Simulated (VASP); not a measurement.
## Ti2O: single point with PBEsol

Ti2O:

```
Ti O
1.0
     2.94328    0.02011   -0.04661
    -1.45422    2.53338    0.03888
    -0.07524    0.02903    4.70725
Ti O
2 1
Direct
  0.67555 0.33483 0.28285
  0.32495 0.66150 0.71020
  0.00146 0.98410 0.99723
```

| Quantity | Value |
| --- | --- |
| Program | VASP 6.6.1 |
| Task | single point |
| Functional | PBEsol |
| Potentials or basis | VASP PAW PBE potentials, release 64 (Ti_sv, O) |
| Cutoff | 520 eV |
| k mesh | 8 × 8 × 4 |
| Occupations | gaussian, width 0.1 eV |
| Spin | no spin polarisation |
| Dipole correction | no |
| Further INCAR settings | ALGO = Normal; EDIFF = 1e-06; NBANDS = 22 |

- Pressure: 2.8 GPa
- Largest force: 2.205 eV/Å
- Band gap on the k mesh: zero (band 15 reaches 10.34 eV, above the bottom of band 16 at 9.74 eV)

Forces in eV/Å, atoms in the order of the input:
```
Ti  -0.050 -0.175 -2.133
Ti   0.198 -0.064  2.196
O   -0.147  0.239 -0.063
```

Stress tensor (GPa, compression positive):
```
-1.42  0.05  3.34
 0.05 -0.22 -1.39
 3.34 -1.39  9.90
```

Levels at points of the mesh, in eV from the Fermi level:
| k point | band 11 | band 12 | band 13 | band 14 | band 15 | band 16 | band 17 | band 18 | band 19 | band 20 |
| --- | --- | --- | --- | --- | --- | --- | --- | --- | --- | --- |
| (0.00, 0.00, 0.00) | -5.58 | -5.44 | -3.83 | -0.70 | 0.13 | 0.28 | 0.50 | 0.62 | 0.76 | 1.23 |
| (0.50, 0.00, 0.00) | -6.77 | -6.01 | -2.92 | -1.43 | -0.67 | 1.08 | 1.48 | 2.72 | 2.88 | 2.99 |
| (0.00, 0.50, 0.00) | -6.78 | -6.06 | -2.96 | -1.48 | -0.60 | 1.07 | 1.50 | 2.78 | 2.92 | 2.96 |
| (0.50, 0.50, 0.00) | -6.82 | -6.19 | -2.97 | -1.57 | -0.39 | 1.29 | 1.51 | 2.78 | 2.97 | 3.00 |
| (0.00, 0.00, 0.50) | -5.70 | -5.55 | -2.24 | -1.55 | -0.13 | 0.03 | 1.34 | 1.72 | 1.80 | 2.00 |
| (0.50, 0.00, 0.50) | -6.81 | -5.90 | -1.66 | -1.52 | -0.86 | -0.47 | 0.64 | 2.84 | 2.88 | 3.06 |
| (0.00, 0.50, 0.50) | -6.80 | -5.94 | -1.70 | -1.56 | -0.89 | -0.36 | 0.57 | 2.83 | 2.90 | 3.08 |
| (0.50, 0.50, 0.50) | -6.82 | -6.06 | -1.68 | -1.60 | -0.84 | -0.26 | 0.43 | 2.81 | 2.97 | 3.03 |

It took 90 s on 1 thread of Intel(R) Xeon(R) Platinum 8375C CPU @ 2.90GHz (Ice Lake), on a shared host, peak memory 0.22 GiB.

Caveat: the PAW data sets were made with another functional, which shifts forces and pressure a little.
